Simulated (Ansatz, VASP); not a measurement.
Two plane-wave programs on Al

```
Al
1.0
    -1.45306    1.45306    2.11130
     1.45306   -1.45306    2.11130
     1.45306    1.45306   -2.11130
Al
1
Direct
  0.00000 0.00000 0.00000
```

Alike in both runs: task single point; functional PBE; k mesh 22 × 22 × 22; occupations gaussian, width 0.15 eV; no spin polarisation.

```csv
,VASP,Ansatz
version,VASP 6.6.1,Ansatz 0.2.0
potentials or method,"VASP PAW PBE potentials, release 64 (Al), cutoff 520 eV","scalar-relativistic, plane waves, PAW"
valence electrons in the cell,3,3
```

|  | VASP | Ansatz | Ansatz less VASP |
| --- | --- | --- | --- |
| gap on the k mesh at the Fermi level (eV) | none | none | - |
| pressure (GPa) | -5.0 | -5.0 | +0.03 |
| traceless stress, the component that is largest in VASP (GPa) | -0.91 | -0.92 | -0.004 |

A gap of «none» marks a metal or a gap that the smearing closes.
